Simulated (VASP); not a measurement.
Set up this calculation in VASP 6.6.1, as the native input.

| Item | Value |
| --- | --- |
| Task | single point |
| Functional | PBEsol |
| Potentials or basis | VASP PAW PBE potentials, release 64 (Zn, P, Si) |
| Cutoff | 500 eV |
| k mesh | 7 × 7 × 7 |
| Occupations | fermi-dirac, width 0.05 eV |
| Spin | no spin polarisation |
| Dipole correction | no |
| Further INCAR settings | ALGO = Normal; EDIFF = 1e-06; NBANDS = 36 |

The structure of ZnSiP2 lies in POSCAR:

```
ZnSiP2
1.0
   -2.7044964916      2.7044964916      5.2646676057
    2.7044964916     -2.7044964916      5.2646676057
    2.7044964916      2.7044964916     -5.2646676057
Zn P Si
2 4 2
Direct
    0.7500000000      0.2500000000      0.5000000000
    0.0000000000      0.0000000000      0.0000000000
    0.1423012000      0.6250000000      0.0173012000
    0.6076988000      0.1250000000      0.9826988000
    0.8750000000      0.8576988000      0.4826988000
    0.3750000000      0.3923012000      0.5173012000
    0.2500000000      0.7500000000      0.5000000000
    0.5000000000      0.5000000000      0.0000000000
```

The input as run:

INCAR

```
PREC = Accurate
ENCUT = 500
EDIFF = 1E-6
ISMEAR = -1
SIGMA = 0.05
LREAL = False
LASPH = True
NELM = 120
ALGO = Normal
ISIF = 2
LWAVE = False
LCHARG = False
GGA = PS
NBANDS = 36
GGA_COMPAT = False
```

KPOINTS

```
Automatic mesh
0
Gamma
  7 7 7
```

Potentials or basis: VASP PAW PBE potentials, release 64 (Zn, P, Si).

Command:

```console
$ cat potpaw_PBE.64/Zn/POTCAR potpaw_PBE.64/P/POTCAR potpaw_PBE.64/Si/POTCAR > POTCAR
$ mpirun -np 1 vasp_std > vasp.out
```

Results of the run:

- Pressure: -2.3 GPa
- Largest force: 0.099 eV/Å
- Band gap on the k mesh: 1.23 eV

Caveat: the PAW data sets were made with another functional, which shifts forces and pressure a little.

Run time: 3.4 min on 1 thread of Intel(R) Xeon(R) Platinum 8259CL CPU @ 2.50GHz (Skylake/Cascade Lake) (shared host), peak memory 0.42 GiB.
